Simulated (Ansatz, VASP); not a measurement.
## Two plane-wave programs on HfSnSe4

Contents of INCAR:

```
SYSTEM = HfSnSe4
PREC = Accurate ; ENCUT = 600
EDIFF = 1E-7 ; ISMEAR = 0
SIGMA = 0.1 ; LREAL = .FALSE.
LASPH = .TRUE. ; NELM = 60
ALGO = Normal ; ISIF = 3
LWAVE = .FALSE. ; LCHARG = .FALSE.
GGA = PE ; IBRION = 2
NSW = 90 ; EDIFFG = -0.04
```

KPOINTS

```
regular mesh
0
G
  6 6 2
  0 0 0
```

The input POSCAR:

```
HfSnSe4
1.0
    4.1988715500      0.0000000000      0.0000000000
   -2.0994357700      3.6363294300      0.0000000000
    0.0000000000      0.0000000000      8.7286165600
Hf Sn Se
1 1 4
Direct
    0.0000000000      0.0000000000      0.0000000000
    0.0000000000      0.0000000000      0.5000000000
    0.3333333300      0.6666666700      0.7432699200
    0.3333333300      0.6666666700      0.2567300800
    0.6666666700      0.3333333300      0.7432699200
    0.6666666700      0.3333333300      0.2567300800
```

Input for Ansatz:

```yaml
crystal:
  lattice:
    - [4.19887155, 0.0, 0.0]
    - [-2.09943577, 3.63632943, 0.0]
    - [0.0, 0.0, 8.72861656]
  atoms:
    - { symbol: Hf, position: [0.0, 0.0, 0.0] }
    - { symbol: Sn, position: [0.0, 0.0, 0.5] }
    - { symbol: Se, position: [0.33333333, 0.66666667, 0.74326992] }
    - { symbol: Se, position: [0.33333333, 0.66666667, 0.25673008] }
    - { symbol: Se, position: [0.66666667, 0.33333333, 0.74326992] }
    - { symbol: Se, position: [0.66666667, 0.33333333, 0.25673008] }
basis:
  ecutwfc: 420
kpoints:
  mp_grid: { grid: [6, 6, 2] }
hamiltonian:
  xc: pbe
scf:
  occupations: { method: gaussian, width: 0.1 }
  lower_state_search: "off"
output:
  forces: true
  stress: true
  eigenvalues: true
relax:
  adjacent_minimum: "off"
  f_tol: 0.04
  max_steps: 70
  cell: { stress_tol: 0.4 }
```

Change from the starting cell: species swapped into the TiVB4 type (P6/mmm, No. 191).

Alike in both runs: task relaxation of cell and atoms; functional PBE; k mesh 6 × 6 × 2; occupations gaussian, width 0.1 eV; no spin polarisation.

|  | VASP | Ansatz |
| --- | --- | --- |
| version | VASP 6.6.1 | Ansatz 0.2.0 |
| potentials or method | VASP PAW PBE potentials, release 64 (Hf_pv, Sn_d, Se), cutoff 600 eV | scalar-relativistic, plane waves, PAW |
| valence electrons in the cell | 48 | 104 |

VASP gave:

```
gap on the k mesh at the Fermi level, each at its own relaxed structure (eV) : none
relaxed volume (Å³/atom)                                                     : 21.50
relaxed cell length with the largest relative difference (Å)                 : 5.790
```

Task: Which values does Ansatz return?

Result: gap on the k mesh at the Fermi level, each at its own relaxed structure (eV): none; relaxed volume (Å³/atom): 21.52; relaxed cell length with the largest relative difference (Å): 5.800.

A gap of «none» marks a metal or a gap that the smearing closes. VASP's potentials hold 48 valence electrons a cell and Ansatz's 104, so a difference there can come from the potentials and not from the codes.

Spin-orbit coupling is off throughout.
